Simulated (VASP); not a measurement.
# Zr (Fd-3m) in VASP: further runs

The runs below take Zr through single point, with BLYP.

All numbers are computed with VASP 6.6.1; they aren't measurements. Logs are shortened: lines on timing, memory, paths and dates and some standing lists are left out, and cuts for length are marked.

## 1. The cell of the first run

It takes space group Fd-3m (No. 227, cubic). The conventional cell has a = 6.463 Å, b = 6.463 Å, c = 6.463 Å, α = 90.00°, β = 90.00°, γ = 90.00°. Within 3.7 Å of Zr (site symmetry -43m) lie 4 Zr at 2.80 Å.

This isn't the form of Zr at room conditions, which is hcp.

## 2. Single point, BLYP

Input file INCAR:

```
PREC = Accurate ; ENCUT = 520
EDIFF = 1E-7 ; ISMEAR = -1
SIGMA = 0.1 ; LREAL = F
LASPH = T ; NELM = 60
ALGO = Normal ; ISIF = 2
LWAVE = F ; LCHARG = F
GGA = B5 ; ALDAX = 1.0
AGGAX = 1.0 ; AGGAC = 1.0
ALDAC = 0.0 ; NBANDS = 19
```

Input file KPOINTS:

```
regular mesh
0
Gamma
  9 9 9
```

Input file POSCAR:

```
Zr
1.0
    0.0000000000      3.2315179945      3.2315179945
    3.2315179945      0.0000000000      3.2315179945
    3.2315179945      3.2315179945      0.0000000000
Zr
2
Direct
    0.1250000000      0.1250000000      0.1250000000
    0.8750000000      0.8750000000      0.8750000000
```

Potentials or basis: VASP PAW PBE potentials, release 64 (Zr_sv).

Launch:

```sh
$ cat potpaw_PBE.64/Zr_sv/POTCAR > POTCAR
$ mpirun -np 1 vasp_std > vasp.out
```

OUTCAR:

```text
PREC = Accurate
   ENCUT = 520
   EDIFF = 1E-7
   ISMEAR = -1
   LREAL = F
   LASPH = T
   NELM = 60
   ISIF = 2
   GGA = B5

 ion  position               nearest neighbor table
   1  0.125  0.125  0.125-   2 2.80   2 2.80   2 2.80   2 2.80
   2  0.875  0.875  0.875-   1 2.80   1 2.80   1 2.80   1 2.80

  LATTYP: Found a face centered cubic cell.
 ALAT       =     6.4630359890

  Lattice vectors:

 A1 = (   0.0000000000,   3.2315179945,   3.2315179945)
 A2 = (   3.2315179945,   0.0000000000,   3.2315179945)
 A3 = (   3.2315179945,   3.2315179945,   0.0000000000)

Analysis of symmetry for initial positions (statically):
=====================================================================
 Subroutine PRICEL returns:
 Original cell was already a primitive cell.

 Routine SETGRP: Setting up the symmetry group for a
 face centered cubic supercell.

 Subroutine GETGRP returns: Found 48 space group operations
 (whereof 12 operations were pure point group operations)
 out of a pool of 48 trial point group operations.

The static configuration has the point symmetry D_3d.
 The point group associated with its full space group is O_h .

Analysis of symmetry for dynamics (positions and initial velocities):
=====================================================================
 Subroutine PRICEL returns:
 Original cell was already a primitive cell.

 Routine SETGRP: Setting up the symmetry group for a
 face centered cubic supercell.

 Subroutine GETGRP returns: Found 48 space group operations
 (whereof 12 operations were pure point group operations)
 out of a pool of 48 trial point group operations.

The dynamic configuration has the point symmetry D_3d.
 The point group associated with its full space group is O_h .

 Subroutine INISYM returns: Found 48 space group operations
 (whereof 12 operations are pure point group operations),
 and found     1 'primitive' translations

----------------------------------------------------------------------------------------

                                     Primitive cell

  volume of cell :      67.4916

  direct lattice vectors                    reciprocal lattice vectors
     0.000000000  3.231517994  3.231517994    -0.154726045  0.154726045  0.154726045
     3.231517994  0.000000000  3.231517994     0.154726045 -0.154726045  0.154726045
     3.231517994  3.231517994  0.000000000     0.154726045  0.154726045 -0.154726045

  length of vectors
     4.570056575  4.570056575  4.570056575     0.267993372  0.267993372  0.267993372

  position of ions in fractional coordinates (direct lattice)
     0.125000000  0.125000000  0.125000000
     0.875000000  0.875000000  0.875000000

  ion indices of the primitive-cell ions
   primitive index   ion index
                 1           1
                 2           2

----------------------------------------------------------------------------------------

 KPOINTS: regular mesh

Automatic generation of k-mesh.
 Grid dimensions read from file:
 generate k-points for:    9    9    9

 Generating k-lattice:

  Cartesian coordinates                     Fractional coordinates (reciprocal lattice)
    -0.017191783  0.017191783  0.017191783     0.111111111  0.000000000  0.000000000
     0.017191783 -0.017191783  0.017191783     0.000000000  0.111111111  0.000000000
     0.017191783  0.017191783 -0.017191783     0.000000000  0.000000000  0.111111111

  Length of vectors
     0.029777041  0.029777041  0.029777041

  Shift w.r.t. Gamma in fractional coordinates (k-lattice)
     0.000000000  0.000000000  0.000000000

 Subroutine IBZKPT returns following result:
 ===========================================

 Found     35 irreducible k-points:

 Following reciprocal coordinates:
            Coordinates               Weight
  0.000000  0.000000  0.000000      1.000000
  0.111111  0.000000  0.000000      8.000000
  0.222222  0.000000  0.000000      8.000000
  0.333333  0.000000  0.000000      8.000000
  0.444444  0.000000  0.000000      8.000000
  0.111111  0.111111  0.000000      6.000000
[... 16 lines left out ...]
 -0.333333  0.333333  0.000000     12.000000
  0.444444  0.444444  0.000000      6.000000
 [... further k-points ...]
   k-points           NKPTS =     35   k-points in BZ     NKDIM =     35   number of bands    NBANDS=     19
   number of dos      NEDOS =    301   number of ions     NIONS =      2
   total plane-waves  NPLWV =  46656
   dimension x,y,z NGX =    36 NGY =   36 NGZ =   36
   dimension x,y,z NGXF=    72 NGYF=   72 NGZF=   72
   ions per type =               2
   NGX,Y,Z   is equivalent  to a cutoff of  13.10, 13.10, 13.10 a.u.
   NGXF,Y,Z  is equivalent  to a cutoff of  26.19, 26.19, 26.19 a.u.
 SYSTEM =  unknown system
   PREC   = accura    normal or accurate (medium, high low for compatibility)
   ISTART =      0    job   : 0-new  1-cont  2-samecut
   ICHARG =      2    charge: 1-file 2-atom 10-const
   ISPIN  =      1    spin polarized calculation?
   LNONCOLLINEAR =      F non collinear calculations
   LSORBIT =      F    spin-orbit coupling
   LASPH  =      T    aspherical Exc in radial PAW
   ENCUT  =  520.0 eV  38.22 Ry    6.18 a.u.   8.50  8.50  8.50*2*pi/ulx,y,z
   NELM   =     60;   NELMIN=  2; NELMDL= -5     # of ELM steps
   EDIFF  = 0.1E-06   stopping-criterion for ELM
   LREAL  =      F    real-space projection
   EDIFFG = 0.1E-05   stopping-criterion for IOM
   NSW    =      0    number of steps for IOM
   IBRION =     -1    ionic relax: 0-MD 1-quasi-New 2-CG
   NFREE  =      0    steps in history (QN), initial steepest desc. (CG)
   ISIF   =      2    stress and relaxation
   ISYM   =      2    0-nonsym 1-usesym 2-fastsym
   POTIM  = 0.5000    time-step for ionic-motion
   TEBEG  =    0.0;   TEEND  =   0.0 temperature during run
   PSTRESS=    0.0 pullay stress
   NELECT =      24.0000    total number of electrons
   NUPDOWN=      -1.0000    fix difference up-down
   EMIN   =  10.00;   EMAX   =-10.00  energy-range for DOS
   EFERMI =   0.00;   METHOD = LEGACY
   ISMEAR =    -1;   SIGMA  =   0.10  broadening in eV -4-tet -1-fermi 0-gaus
   EFERMI_NEDOS =   21; number of points for ismear=-14 and -15
   IALGO  =     38    algorithm
   IMIX   =      4    mixing-type and parameters
     AMIX     =   0.40;   BMIX     =  1.00
     AMIX_MAG =   1.60;   BMIX_MAG =  1.00
  volume/ion in A,a.u.               =      33.75       227.73
  Fermi-wavevector in a.u.,A,eV,Ry     =   1.159833  2.191766 18.302718  1.345212
  Thomas-Fermi vector in A             =   2.296421
   LORBIT       =      0    0 simple, 1 ext, 2 COOP (PROOUT), +10 PAW based schemes
   GGA     = B5    functional components
   LHFCALC =     F    Hartree Fock is set to
   AEXX    =    0.0000 exact exchange contribution
   IVDW    =     0    specifies the selected vdW correction
   LEPSILON=     F    determine dielectric tensor
   LRPA    =     F    only Hartree local field effects (RPA)
 non-spin polarized calculation
  energy-cutoff  :      520.00
  volume of cell :       67.49
 maximum number of plane-waves:      1853
 NGX is ok and might be reduce to    36
   NGX = 17   NGY = 17   NGZ = 17

 number of electron      24.0000000 magnetization

 Free energy of the ion-electron system (eV)
  ---------------------------------------------------
  ext. energy  EPLUGINS =         0.00000000
  ---------------------------------------------------
  free energy    TOTEN  =       -10.69090305 eV

  energy without entropy =      -10.51253800  energy(sigma->0) =      -10.60172053

 E-fermi :   5.3671     XC(G=0):  -8.5449

 val. band max:        5.3574552949   @ k =   0.4444   0.4444   0.0000
 cond. band min:       5.3703556406   @ k =   0.0000   0.0000   0.0000
 fundamental gap:      0.0129003457
 Fermi energy:         5.3670974159

 k-point     1 :       0.0000    0.0000    0.0000
  band No.  band energies     occupation
      1     -43.3953      2.00000
      2     -42.9714      2.00000
      3     -21.7761      2.00000
      4     -21.7761      2.00000
      5     -21.7761      2.00000
      6     -20.9838      2.00000
[... 11 lines left out ...]
     18      10.3006      0.00000
     19      10.3006      0.00000

 k-point     2 :       0.1111    0.0000    0.0000
  band No.  band energies     occupation
      1     -43.3861      2.00000
      2     -42.9812      2.00000
      3     -21.7880      2.00000
      4     -21.7880      2.00000
      5     -21.7754      2.00000
      6     -20.9853      2.00000
[... 11 lines left out ...]
     18      10.2651      0.00000
     19      10.2651      0.00000

 k-point     3 :       0.2222    0.0000    0.0000
  band No.  band energies     occupation
      1     -43.3603      2.00000
      2     -43.0082      2.00000
      3     -21.8166      2.00000
      4     -21.8166      2.00000
      5     -21.7743      2.00000
      6     -20.9883      2.00000
[... 11 lines left out ...]
     18      10.1405      0.00000
     19      10.1405      0.00000

 k-point     4 :       0.3333    0.0000    0.0000
  band No.  band energies     occupation
      1     -43.3251      2.00000
      2     -43.0448      2.00000
      3     -21.8468      2.00000
      4     -21.8468      2.00000
      5     -21.7739      2.00000
      6     -20.9906      2.00000
[... 11 lines left out ...]
     18       9.8881      0.00000
     19       9.8881      0.00000

 k-point     5 :       0.4444    0.0000    0.0000
  band No.  band energies     occupation
      1     -43.2960      2.00000
      2     -43.0748      2.00000
      3     -21.8654      2.00000
      4     -21.8654      2.00000
      5     -21.7743      2.00000
      6     -20.9914      2.00000
[... 11 lines left out ...]
     18       9.5621      0.00000
     19       9.5621      0.00000
[... 334 lines left out ...]
      2     -43.1153      2.00000
      3     -21.9482      2.00000
      4     -21.9377      2.00000
      5     -21.5263      2.00000
      6     -21.2469      2.00000
[... 11 lines left out ...]
     18       8.7982      0.00000
     19      10.2929      0.00000

 k-point    22 :      -0.4444    0.3333    0.0000
  band No.  band energies     occupation
      1     -43.2266      2.00000
      2     -43.1454      2.00000
      3     -21.9731      2.00000
      4     -21.9352      2.00000
      5     -21.4953      2.00000
      6     -21.2734      2.00000
[... 11 lines left out ...]
     18       9.6757      0.00000
     19       9.6964      0.00000

 k-point    23 :      -0.3333    0.3333    0.0000
  band No.  band energies     occupation
      1     -43.2389      2.00000
      2     -43.1330      2.00000
      3     -21.9790      2.00000
      4     -21.9143      2.00000
      5     -21.5416      2.00000
      6     -21.2226      2.00000
[... 11 lines left out ...]
     18       9.0157      0.00000
     19      10.1910      0.00000

 k-point    24 :       0.4444    0.4444    0.0000
  band No.  band energies     occupation
      1     -43.2228      2.00000
      2     -43.1492      2.00000
      3     -21.9560      2.00000
      4     -21.9560      2.00000
      5     -21.4566      2.00000
      6     -21.3206      2.00000
[... 11 lines left out ...]
     18       9.0277      0.00000
     19      10.3136      0.00000

 [... further k-points ...]
[... 5 lines left out ...]
  --------------------------------------------------------------------------------------
  -------------------------------------------------------------------------------------
  Total       -0.0009609     -0.0009609     -0.0009609     -0.0000000      0.0000000      0.0000000
  in kB       -0.0228115     -0.0228115     -0.0228115     -0.0000000      0.0000000      0.0000000
  external PRESSURE =      -0.0228115 kB  Pullay stress =       0.0000000 kB

 VOLUME and BASIS-vectors are now :
 -----------------------------------------------------------------------------
  energy-cutoff  :      520.00
  volume of cell :       67.49
      direct lattice vectors                 reciprocal lattice vectors
     0.000000000  3.231517994  3.231517994    -0.154726045  0.154726045  0.154726045
     3.231517994  0.000000000  3.231517994     0.154726045 -0.154726045  0.154726045
     3.231517994  3.231517994  0.000000000     0.154726045  0.154726045 -0.154726045

 POSITION                                       TOTAL-FORCE (eV/Angst)
 -----------------------------------------------------------------------------------
      0.80788      0.80788      0.80788         0.000000      0.000000     -0.000000
      5.65516      5.65516      5.65516        -0.000000     -0.000000      0.000000
 -----------------------------------------------------------------------------------
    total drift:                                0.000000      0.000000      0.000000

  FREE ENERGIE OF THE ION-ELECTRON SYSTEM (eV)
  ---------------------------------------------------
  free  energy   TOTEN  =       -10.6909030525 eV

  energy  without entropy=      -10.5125380007  energy(sigma->0) =      -10.60172053
```

It took 28 s on 1 thread of Intel Xeon 6975P-C (Granite Rapids), shared host; peak memory 0.21 GiB.

What came out:

```
Free energy            : -10.6909 eV
Pressure               : 0.0 GPa
Band gap on the k mesh : zero (bands 12 and 13 overlap by 0.13 eV)
```

Levels at points of the mesh, in eV from the Fermi level:
| k point | band 10 | band 11 | band 12 | band 13 | band 14 | band 15 |
| --- | --- | --- | --- | --- | --- | --- |
| (0.00, 0.00, 0.00) | -0.67 | -0.67 | 0.00 | 0.00 | 0.00 | 1.92 |

Caveat: the PAW data sets were made with another functional, which shifts forces and pressure a little.

## 3. Single point, BLYP (29.70 Å³/atom)

This run uses another cell than the first one, of 29.70 Å³/atom.

Input file INCAR:

```
PREC = Accurate
ENCUT = 520
EDIFF = 1E-6
ISMEAR = -1
SIGMA = 0.1
LREAL = F
LASPH = T
NELM = 100
ALGO = Normal
ISIF = 2
LWAVE = F
LCHARG = F
GGA = B5
ALDAX = 1.0
AGGAX = 1.0
AGGAC = 1.0
ALDAC = 0.0
NBANDS = 19
```

Input file KPOINTS:

```
regular mesh
0
Gamma
  14 14 14
```

Input file POSCAR:

```
Zr
1.0
    0.0000000000      3.0967118975      3.0967118975
    3.0967118975      0.0000000000      3.0967118975
    3.0967118975      3.0967118975      0.0000000000
Zr
2
Direct
    0.1250000000      0.1250000000      0.1250000000
    0.8750000000      0.8750000000      0.8750000000
```

Potentials or basis: VASP PAW PBE potentials, release 64 (Zr_sv).

Launch:

```sh
$ cat potpaw_PBE.64/Zr_sv/POTCAR > POTCAR
$ mpirun -np 1 vasp_std > vasp.out
```

Wall time 55 s (1 thread of Intel Xeon 6975P-C (Granite Rapids), shared host); peak memory 0.25 GiB.

The run converged. Its results:

* Free energy: -10.5815 eV
* Pressure: 4.7 GPa
* Band gap on the k mesh: zero (bands 12 and 13 overlap by 0.25 eV)

Levels at points of the mesh, in eV from the Fermi level:
```csv
k point,band 8,band 9,band 10,band 11,band 12,band 13,band 14,band 15,band 16,band 17
"(0.00, 0.00, 0.00)",-26.14,-3.98,-0.93,-0.93,0.03,0.03,0.03,2.18,2.18,2.18
"(0.50, 0.00, 0.00)",-25.99,-1.54,-1.08,-0.79,-0.79,-0.17,-0.17,0.93,3.30,3.30
"(0.50, 0.50, 0.00)",-25.84,-1.84,-1.84,-0.10,-0.10,0.52,0.52,1.71,1.71,4.73
```

Caveat: the cell stands under pressure; the PAW data sets were made with another functional, which shifts forces and pressure a little.
